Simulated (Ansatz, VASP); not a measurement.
WS2 in VASP and in Ansatz

POSCAR

```
WS2
1.0
    3.1800000000      0.0000000000      0.0000000000
   -1.5900000000      2.7539607840      0.0000000000
    0.0000000000      0.0000000000     12.5000000000
W S
2 4
Direct
    0.3333333333      0.6666666667      0.2500000000
    0.6666666667      0.3333333333      0.7500000000
    0.3333333333      0.6666666667      0.6244923886
    0.6666666667      0.3333333333      0.1244923886
    0.3333333333      0.6666666667      0.8755076114
    0.6666666667      0.3333333333      0.3755076114
```

The input INCAR.step1:

```
ALGO     = Normal         # electronic algorithm
EDIFF    = 1E-4           # SCF threshold, eV
ENCUT    = 520            # plane-wave cutoff, eV
GGA      = PE             # functional
ISMEAR   = -1             # smearing method
ISPIN    = 2              # spin polarisation
LASPH    = True           # aspherical terms in the spheres
LCHARG   = False          # write CHGCAR
LMAXMIX  = 4              # l up to which the mixer works
LREAL    = False          # projectors in reciprocal space
LWAVE    = True           # write WAVECAR
MAGMOM   = 2 2 0 0 0 0    # initial moments
NBANDS   = 39             # bands
NELM     = 150            # most SCF steps
PREC     = Accurate       # precision mode
SIGMA    = 0.02           # smearing width, eV
```

Contents of INCAR.step2:

```
ALGO     = Normal         # electronic algorithm
EDIFF    = 1E-8           # SCF threshold, eV
ENCUT    = 520            # plane-wave cutoff, eV
ISIF     = 2              # what is computed and relaxed
ISMEAR   = -1             # smearing method
ISPIN    = 2              # spin polarisation
ISTART   = 1            
LASPH    = True           # aspherical terms in the spheres
LCHARG   = False          # write CHGCAR
LEFG     = True         
LMAXMIX  = 4              # l up to which the mixer works
LMIXTAU  = True         
LORBIT   = 11             # projections on sites
LREAL    = False          # projectors in reciprocal space
LWAVE    = False          # write WAVECAR
MAGMOM   = 2 2 0 0 0 0    # initial moments
METAGGA  = R2SCAN         # meta-GGA
NBANDS   = 39             # bands
NELM     = 150            # most SCF steps
PREC     = Accurate       # precision mode
SIGMA    = 0.02           # smearing width, eV
```

KPOINTS

```
k-points
0
Gamma
  11 11 3
```

Input for Ansatz:

```yaml
crystal:
  lattice:
    - [3.18, 0.0, 0.0]
    - [-1.59, 2.753960784, 0.0]
    - [0.0, 0.0, 12.5]
  atoms:
    - { symbol: W, position: [0.3333333333, 0.6666666667, 0.25], spin: 2.0 }
    - { symbol: W, position: [0.6666666667, 0.3333333333, 0.75], spin: 2.0 }
    - { symbol: S, position: [0.3333333333, 0.6666666667, 0.6244923886] }
    - { symbol: S, position: [0.6666666667, 0.3333333333, 0.1244923886] }
    - { symbol: S, position: [0.3333333333, 0.6666666667, 0.8755076114] }
    - { symbol: S, position: [0.6666666667, 0.3333333333, 0.3755076114] }
magnetization:
  spin_polarized: true
kpoints:
  mp_grid: { grid: [11, 11, 3] }
scf:
  occupations: { method: fermi_dirac, width: 0.02 }
hamiltonian:
  xc: r2scan
  pseudopotentials: { kind: paw }
output:
  forces: true
  stress: true
  populations: true
  efg: { quadrupole_moments_barn: { S: -0.0694 }, contact_densities: true }
```

Alike in both runs: task electric field gradients; functional r2SCAN; k mesh 11 × 11 × 3; occupations fermi-dirac, width 0.02 eV; collinear spin.

|  | VASP | Ansatz |
| --- | --- | --- |
| version | VASP 6.6.1 | Ansatz 0.2.0 |
| potentials or method | VASP PAW PBE potentials, release 64 (W_sv, S) | plane-wave PAW, scalar-relativistic |
| plane-wave cutoff (eV) | 520 | 500 |
| valence electrons in the cell | 52 | 52 |

|  | VASP | Ansatz | Ansatz less VASP |
| --- | --- | --- | --- |
| gap on the k mesh at the Fermi level (eV) | 1.16 | 1.15 | -0.012 |
| pressure (GPa) | -0.2 | -0.4 | -0.18 |
| traceless stress, the component that is largest in VASP (GPa) | -0.31 | -0.26 | +0.056 |
| rms of the force components (eV/Å) | 0.107 | 0.117 | +0.0103 |
| net moment per atom (μB) | 0.00 | 0.00 | 0.000 |
| size of Vzz on the site where it differs most (V/Å²) | 150.6 | 174.5 | +23.90 |

VASP's potentials were made for PBE, not for r2SCAN. Atom by atom the forces differ by 0.010 eV/Å (rms over components). Ansatz's warnings: seeded moment not kept, stability check not made.

Neither program's run includes spin-orbit coupling.
